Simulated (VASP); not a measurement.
# HC16 (a cell with a defect) in VASP: relaxation of the atoms with PBEsol

Aim: the relaxation of the atoms of HC16 (a cell with a defect) with PBEsol.

Everything below comes from runs of VASP 6.6.1. Logs are shortened: lines on timing, memory, paths and dates and some standing lists are left out, and cuts for length are marked.

## (1) The cell of the first run

The cell holds a defect, 17 atoms: a = 5.049 Å, b = 5.049 Å, c = 5.049 Å, α = 60.00°, β = 60.00°, γ = 60.00°.

## (2) Relaxation of the atoms, PBEsol

The input, INCAR:

```
ALGO = Normal
EDIFF = 1E-6
EDIFFG = -0.03
ENCUT = 520
GGA = PS
IBRION = 2
ISIF = 2
ISMEAR = 0
LASPH = T
LCHARG = F
LREAL = Auto
LWAVE = F
NELECT = 64.0
NELM = 100
NSW = 80
PREC = Accurate
SIGMA = 0.02
```

The input, KPOINTS:

```
k-points
0
Gamma
  3 3 3
```

The input, POSCAR:

```
HC16
1.0
    0.0000000000      3.5700000000      3.5700000000
    3.5700000000      0.0000000000      3.5700000000
    3.5700000000      3.5700000000      0.0000000000
C H
16 1
Direct
    0.0000000000      0.0000000000      0.0000000000
    0.1250000000      0.1250000000      0.1250000000
    0.0000000000      0.0000000000      0.5000000000
    0.1250000000      0.1250000000      0.6250000000
    0.0000000000      0.5000000000      0.0000000000
    0.1250000000      0.6250000000      0.1250000000
    0.0000000000      0.5000000000      0.5000000000
    0.1250000000      0.6250000000      0.6250000000
    0.5000000000      0.0000000000      0.0000000000
    0.6250000000      0.1250000000      0.1250000000
    0.5000000000      0.0000000000      0.5000000000
    0.6250000000      0.1250000000      0.6250000000
    0.5000000000      0.5000000000      0.0000000000
    0.6250000000      0.6250000000      0.1250000000
    0.5000000000      0.5000000000      0.5000000000
    0.6250000000      0.6250000000      0.6250000000
    0.8142585000      0.8085430000      0.0719116000
```

Potentials or basis: VASP PAW PBE potentials, release 64 (C, H).

The run is started by

```console
> cat potpaw_PBE.64/C/POTCAR potpaw_PBE.64/H/POTCAR > POTCAR
> mpirun -np 1 vasp_std > vasp.out
```

OUTCAR:

```text
EDIFF = 1E-6
   EDIFFG = -0.03
   ENCUT = 520
   GGA = PS
   IBRION = 2
   ISIF = 2
   ISMEAR = 0
   LASPH = T
   LREAL = Auto
   NELECT = 64.0
   NELM = 100
   NSW = 80
   PREC = Accurate

 ion  position               nearest neighbor table
   1  0.000  0.000  0.000-  17 1.47   4 1.55   6 1.55  10 1.55   2 1.55
   2  0.125  0.125  0.125-   1 1.55   3 1.55   5 1.55   9 1.55
   3  0.000  0.000  0.500-   2 1.55   4 1.55   8 1.55  12 1.55
   4  0.125  0.125  0.625-   1 1.55   3 1.55   7 1.55  11 1.55
   5  0.000  0.500  0.000-   2 1.55   6 1.55   8 1.55  14 1.55
   6  0.125  0.625  0.125-  17 1.45   5 1.55   7 1.55  13 1.55   1 1.55
   7  0.000  0.500  0.500-   4 1.55   6 1.55   8 1.55  16 1.55
   8  0.125  0.625  0.625-   3 1.55   5 1.55   7 1.55  15 1.55
   9  0.500  0.000  0.000-   2 1.55  10 1.55  12 1.55  14 1.55
  10  0.625  0.125  0.125-  17 1.48   9 1.55  11 1.55  13 1.55   1 1.55
  11  0.500  0.000  0.500-   4 1.55  10 1.55  12 1.55  16 1.55
  12  0.625  0.125  0.625-   3 1.55   9 1.55  11 1.55  15 1.55
  13  0.500  0.500  0.000-   6 1.55  10 1.55  14 1.55  16 1.55
  14  0.625  0.625  0.125-   5 1.55   9 1.55  13 1.55  15 1.55
  15  0.500  0.500  0.500-   8 1.55  12 1.55  14 1.55  16 1.55
  16  0.625  0.625  0.625-   7 1.55  11 1.55  13 1.55  15 1.55
  17  0.814  0.809  0.072-   6 1.45   1 1.47  10 1.48

  LATTYP: Found a face centered cubic cell.
 ALAT       =     7.1400000000

  Lattice vectors:

 A1 = (   0.0000000000,   3.5700000000,   3.5700000000)
 A2 = (   3.5700000000,   0.0000000000,   3.5700000000)
 A3 = (   3.5700000000,   3.5700000000,   0.0000000000)

Analysis of symmetry for initial positions (statically):
=====================================================================
 Subroutine PRICEL returns:
 Original cell was already a primitive cell.

 Routine SETGRP: Setting up the symmetry group for a
 face centered cubic supercell.

 Subroutine GETGRP returns: Found  1 space group operations
 (whereof  1 operations were pure point group operations)
 out of a pool of 48 trial point group operations.

The static configuration has the point symmetry C_1 .

Analysis of symmetry for dynamics (positions and initial velocities):
=====================================================================
 Subroutine PRICEL returns:
 Original cell was already a primitive cell.

 Routine SETGRP: Setting up the symmetry group for a
 face centered cubic supercell.

 Subroutine GETGRP returns: Found  1 space group operations
 (whereof  1 operations were pure point group operations)
 out of a pool of 48 trial point group operations.

The dynamic configuration has the point symmetry C_1 .

 Subroutine INISYM returns: Found  1 space group operations
 (whereof  1 operations are pure point group operations),
 and found     1 'primitive' translations

----------------------------------------------------------------------------------------

                                     Primitive cell

  volume of cell :      90.9986

  direct lattice vectors                    reciprocal lattice vectors
     0.000000000  3.570000000  3.570000000    -0.140056022  0.140056022  0.140056022
     3.570000000  0.000000000  3.570000000     0.140056022 -0.140056022  0.140056022
     3.570000000  3.570000000  0.000000000     0.140056022  0.140056022 -0.140056022

  length of vectors
     5.048742418  5.048742418  5.048742418     0.242584147  0.242584147  0.242584147

  position of ions in fractional coordinates (direct lattice)
     0.000000000  0.000000000  0.000000000
     0.125000000  0.125000000  0.125000000
     0.000000000  0.000000000  0.500000000
     0.125000000  0.125000000  0.625000000
     0.000000000  0.500000000  0.000000000
     0.125000000  0.625000000  0.125000000
[... 9 lines left out ...]
     0.625000000  0.625000000  0.625000000
     0.814258500  0.808543000  0.071911600

  ion indices of the primitive-cell ions
   primitive index   ion index
                 1           1
                 2           2
                 3           3
                 4           4
                 5           5
                 6           6
[... 9 lines left out ...]
                16          16
                17          17

----------------------------------------------------------------------------------------

 KPOINTS: k-points

Automatic generation of k-mesh.
 Grid dimensions read from file:
 generate k-points for:    3    3    3

 Generating k-lattice:

  Cartesian coordinates                     Fractional coordinates (reciprocal lattice)
    -0.046685341  0.046685341  0.046685341     0.333333333  0.000000000  0.000000000
     0.046685341 -0.046685341  0.046685341     0.000000000  0.333333333  0.000000000
     0.046685341  0.046685341 -0.046685341     0.000000000  0.000000000  0.333333333

  Length of vectors
     0.080861382  0.080861382  0.080861382

  Shift w.r.t. Gamma in fractional coordinates (k-lattice)
     0.000000000  0.000000000  0.000000000

 Subroutine IBZKPT returns following result:
 ===========================================

 Found     14 irreducible k-points:

 Following reciprocal coordinates:
            Coordinates               Weight
  0.000000  0.000000  0.000000      1.000000
  0.333333  0.000000  0.000000      2.000000
  0.000000  0.333333  0.000000      2.000000
  0.000000  0.000000  0.333333      2.000000
  0.333333  0.333333  0.333333      2.000000
  0.333333  0.333333  0.000000      2.000000
  0.000000  0.333333  0.333333      2.000000
  0.333333  0.000000  0.333333      2.000000
 -0.333333  0.333333  0.000000      2.000000
  0.000000 -0.333333  0.333333      2.000000
  0.333333  0.000000 -0.333333      2.000000
  0.333333  0.333333 -0.333333      2.000000
 -0.333333  0.333333 -0.333333      2.000000
  0.333333 -0.333333 -0.333333      2.000000
   k-points           NKPTS =     14   k-points in BZ     NKDIM =     14   number of bands    NBANDS=     41
   number of dos      NEDOS =    301   number of ions     NIONS =     17
   total plane-waves  NPLWV =  64000
   dimension x,y,z NGX =    40 NGY =   40 NGZ =   40
   dimension x,y,z NGXF=    80 NGYF=   80 NGZF=   80
   ions per type =              16   1
   NGX,Y,Z   is equivalent  to a cutoff of  13.17, 13.17, 13.17 a.u.
   NGXF,Y,Z  is equivalent  to a cutoff of  26.34, 26.34, 26.34 a.u.
 SYSTEM =  unknown system
   PREC   = accura    normal or accurate (medium, high low for compatibility)
   ISTART =      0    job   : 0-new  1-cont  2-samecut
   ICHARG =      2    charge: 1-file 2-atom 10-const
   ISPIN  =      1    spin polarized calculation?
   LNONCOLLINEAR =      F non collinear calculations
   LSORBIT =      F    spin-orbit coupling
   LASPH  =      T    aspherical Exc in radial PAW
   ENCUT  =  520.0 eV  38.22 Ry    6.18 a.u.   9.39  9.39  9.39*2*pi/ulx,y,z
   NELM   =    100;   NELMIN=  2; NELMDL= -5     # of ELM steps
   EDIFF  = 0.1E-05   stopping-criterion for ELM
   LREAL  =      T    real-space projection
   EDIFFG = -.3E-01   stopping-criterion for IOM
   NSW    =     80    number of steps for IOM
   IBRION =      2    ionic relax: 0-MD 1-quasi-New 2-CG
   NFREE  =      1    steps in history (QN), initial steepest desc. (CG)
   ISIF   =      2    stress and relaxation
   ISYM   =      2    0-nonsym 1-usesym 2-fastsym
   POTIM  = 0.5000    time-step for ionic-motion
   TEBEG  =    0.0;   TEEND  =   0.0 temperature during run
   PSTRESS=    0.0 pullay stress
   NELECT =      64.0000    total number of electrons
   NUPDOWN=      -1.0000    fix difference up-down
   EMIN   =  10.00;   EMAX   =-10.00  energy-range for DOS
   EFERMI =   0.00;   METHOD = LEGACY
   ISMEAR =     0;   SIGMA  =   0.02  broadening in eV -4-tet -1-fermi 0-gaus
   EFERMI_NEDOS =   21; number of points for ismear=-14 and -15
   IALGO  =     38    algorithm
   IMIX   =      4    mixing-type and parameters
     AMIX     =   0.40;   BMIX     =  1.00
     AMIX_MAG =   1.60;   BMIX_MAG =  1.00
  volume/ion in A,a.u.               =       5.35        36.12
  Fermi-wavevector in a.u.,A,eV,Ry     =   1.455872  2.751200 28.838420  2.119564
  Thomas-Fermi vector in A             =   2.572856
   LORBIT       =      0    0 simple, 1 ext, 2 COOP (PROOUT), +10 PAW based schemes
   GGA     = PS    functional components
   LHFCALC =     F    Hartree Fock is set to
   AEXX    =    0.0000 exact exchange contribution
   IVDW    =     0    specifies the selected vdW correction
   LEPSILON=     F    determine dielectric tensor
   LRPA    =     F    only Hartree local field effects (RPA)
 conjugate gradient relaxation of ions
 non-spin polarized calculation
 Gauss-broadening in eV      SIGMA  =   0.02
  energy-cutoff  :      520.00
  volume of cell :       91.00
 maximum number of plane-waves:      2453
 NGX is ok and might be reduce to    40
   NGX = 19   NGY = 19   NGZ = 19

--------------------------------------- Ionic step        1  -------------------------------------------

 number of electron      63.9999994 magnetization

 Free energy of the ion-electron system (eV)
  ---------------------------------------------------
  ext. energy  EPLUGINS =         0.00000000
  ---------------------------------------------------
  free energy    TOTEN  =      -163.43827449 eV

  energy without entropy =     -163.43827449  energy(sigma->0) =     -163.43827449

------------------------ aborting loop because EDIFF is reached ----------------------------------------

  FORCE on cell =-STRESS in cart. coord.  units (eV):
  Direction    XX          YY          ZZ          XY          YZ          ZX
  --------------------------------------------------------------------------------------
  -------------------------------------------------------------------------------------
  Total      -11.2079851    -11.1978962    -11.2158077     -0.7533279      0.7486753      0.7526070
  in kB     -197.3347112   -197.1570795   -197.4724398    -13.2635561     13.1816398     13.2508637
  external PRESSURE =    -197.3214101 kB  Pullay stress =       0.0000000 kB
[... 134 lines left out ...]
  FREE ENERGIE OF THE ION-ELECTRON SYSTEM (eV)
  ---------------------------------------------------
  free  energy   TOTEN  =      -163.6389675114 eV

  energy  without entropy=     -163.6389675114  energy(sigma->0) =     -163.63896751

 E-fermi :   9.9610     XC(G=0): -13.4283

 val. band max:        9.8601841600   @ k =   0.0000   0.0000   0.0000
 cond. band min:      12.6234070054   @ k =   0.0000   0.0000   0.0000
 fundamental gap:      2.7632228454
 Fermi energy:         9.9610203335

 k-point     1 :       0.0000    0.0000    0.0000
  band No.  band energies     occupation
      1     -12.0374      2.00000
      2      -6.8710      2.00000
      3      -6.0007      2.00000
      4      -5.9539      2.00000
      5      -5.8811      2.00000
      6      -4.8950      2.00000
[... 605 lines left out ...]
     40      18.0911      0.00000
     41      18.3744      0.00000

[... ionic steps 4 to 57 ...]

--------------------------------------- Ionic step       58  -------------------------------------------

 number of electron      64.0000000 magnetization

------------------------ aborting loop because EDIFF is reached ----------------------------------------
[... 97 lines left out ...]
--------------------------------------- Ionic step       60  -------------------------------------------

 number of electron      64.0000000 magnetization

 Free energy of the ion-electron system (eV)
  ---------------------------------------------------
  ext. energy  EPLUGINS =         0.00000000
  ---------------------------------------------------
  free energy    TOTEN  =      -163.83003473 eV

  energy without entropy =     -163.83003473  energy(sigma->0) =     -163.83003473

 E-fermi :  10.0394     XC(G=0): -13.4275

 val. band max:        9.8769822697   @ k =   0.0000   0.0000   0.0000
 cond. band min:      12.7818189300   @ k =   0.0000   0.0000   0.0000
 fundamental gap:      2.9048366603
 Fermi energy:        10.0393600159

 k-point     1 :       0.0000    0.0000    0.0000
  band No.  band energies     occupation
      1     -12.0458      2.00000
      2      -6.9350      2.00000
      3      -6.0016      2.00000
      4      -5.9309      2.00000
      5      -5.8808      2.00000
      6      -4.8653      2.00000
[... 649 lines left out ...]
  FREE ENERGIE OF THE ION-ELECTRON SYSTEM (eV)
  ---------------------------------------------------
  free  energy   TOTEN  =      -163.8300347333 eV

  energy  without entropy=     -163.8300347333  energy(sigma->0) =     -163.83003473

 reached required accuracy - stopping structural energy minimisation
```

Wall time 54 min (1 thread of Intel Xeon Platinum 8259CL at 2.50GHz (Skylake/Cascade Lake), shared host); peak memory 0.24 GiB.

What came out:

- Free energy: -163.8300 eV
- Energy gained by relaxing: 23.0 meV/atom
- Ionic steps: 60
- Largest force after relaxing: 0.026 eV/Å

Forces on the atoms (eV/Å):
```
C   -0.008  0.006 -0.014
C    0.007 -0.012 -0.010
C   -0.004 -0.002 -0.006
C    0.004  0.009 -0.007
C    0.002 -0.009 -0.005
C    0.019 -0.015  0.008
C   -0.001  0.017  0.014
C   -0.005  0.007 -0.011
C   -0.006 -0.007 -0.011
C   -0.006 -0.011  0.000
C    0.008 -0.004  0.014
C    0.013  0.008 -0.005
C   -0.016  0.006  0.012
C   -0.008 -0.010 -0.008
C   -0.004  0.012  0.013
C    0.003 -0.008  0.017
H    0.002  0.014  0.001
```

Step by step:
```tsv
step	energy change (eV)	largest force (eV/Å)	pressure (GPa)
1	0.0000	1.9409	-19.73
3	-0.2007	0.2385	-20.30
5	-0.2079	0.2661	-20.35
7	-0.2140	0.1670	-20.39
9	-0.2152	0.1880	-20.41
11	-0.2242	0.3252	-20.37
13	-0.2731	0.6224	-19.75
15	-0.2764	0.6879	-19.58
17	-0.2772	0.7588	-19.44
19	-0.2793	0.7750	-19.36
21	-0.2820	0.8573	-18.97
23	-0.2954	0.7838	-18.90
25	-0.3348	0.6157	-18.47
27	-0.3424	0.5605	-18.10
29	-0.3652	0.3288	-17.87
31	-0.3696	0.3349	-17.67
33	-0.3781	0.1636	-17.47
35	-0.3811	0.0954	-17.40
37	-0.3820	0.0726	-17.34
39	-0.3827	0.0779	-17.30
41	-0.3833	0.0868	-17.24
43	-0.3842	0.0807	-17.19
45	-0.3850	0.0944	-17.10
47	-0.3864	0.1437	-16.97
49	-0.3879	0.1059	-16.91
51	-0.3882	0.1123	-16.89
53	-0.3895	0.1019	-16.94
55	-0.3904	0.0732	-17.04
57	-0.3911	0.0579	-17.16
59	-0.3916	0.0506	-17.29
60	-0.3918	0.0255	-17.34
```

Final structure:
```cif
data_structure
_symmetry_space_group_name_H-M 'P 1'
_symmetry_Int_Tables_number 1
_cell_length_a 5.0487
_cell_length_b 5.0487
_cell_length_c 5.0487
_cell_angle_alpha 60.000
_cell_angle_beta 60.000
_cell_angle_gamma 60.000
_cell_volume 91.00
loop_
_atom_site_label
_atom_site_type_symbol
_atom_site_fract_x
_atom_site_fract_y
_atom_site_fract_z
_atom_site_occupancy
C1 C 0.99104 0.02497 0.99037 1
C2 C 0.12110 0.11837 0.13194 1
C3 C 0.99343 0.99702 0.50500 1
C4 C 0.12141 0.12641 0.62298 1
C5 C 0.99629 0.48818 0.00051 1
C6 C 0.13075 0.59972 0.13610 1
C7 C 0.99495 0.49847 0.50325 1
C8 C 0.12178 0.62234 0.62642 1
C9 C 0.49331 0.00087 0.99945 1
C10 C 0.60980 0.13616 0.12591 1
C11 C 0.49519 0.00216 0.49991 1
C12 C 0.61944 0.12535 0.62573 1
C13 C 0.49564 0.50607 0.99458 1
C14 C 0.61800 0.62369 0.12693 1
C15 C 0.49497 0.49916 0.50053 1
C16 C 0.61968 0.62751 0.62147 1
H1 H 0.89749 0.81208 0.06084 1
```

Levels at points of the mesh, in eV from the Fermi level:
```tsv
k point	band 29	band 30	band 31	band 32	band 33	band 34	band 35	band 36
(0.00, 0.00, 0.00)	-2.79	-0.45	-0.29	-0.16	2.74	2.75	4.00	4.16
```

Caveat: the k points lie up to 0.51 Å⁻¹ apart; the cell carries a net charge on a neutralising background, which shifts energy and pressure; the cell is charged against a uniform background, so pressure and absolute levels hang on convention; the PAW data sets were made with another functional, which shifts forces and pressure a little.
